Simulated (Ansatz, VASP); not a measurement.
## Two plane-wave programs on LaSc2F

```xyz
4
Lattice="-3.1002 3.1002 2.6213 3.1002 -3.1002 2.6213 3.1002 3.1002 -2.6213" Properties=species:S:1:pos:R:3 pbc="T T T"
La    0.0000    0.0000    2.6213
Sc    0.0000    3.1002    0.0000
Sc    3.1002    0.0000    0.0000
F     0.0000    0.0000    0.0000
```

Alike in both runs: functional PBE; k mesh 12 × 12 × 12; occupations gaussian, width 0.1 eV; no spin polarisation.

Ansatz relaxed the structure, and its values are those at the end. VASP's run is a single point on that final structure, the one shown.

|  | VASP | Ansatz |
| --- | --- | --- |
| version | VASP 6.6.1 | Ansatz 0.2.0 |
| potentials or method | VASP PAW PBE potentials, release 64 (La, Sc_sv, F), cutoff 520 eV | scalar-relativistic, plane waves, PAW |
| valence electrons in the cell | 40 | 40 |

|  | VASP | Ansatz | Ansatz less VASP |
| --- | --- | --- | --- |
| gap on the k mesh at the Fermi level (eV) | none | none | - |
| pressure (GPa) | 0.0 | 0.0 | +0.01 |

A gap of «none» marks a metal or a gap that the smearing closes.

Neither program's run includes spin-orbit coupling.
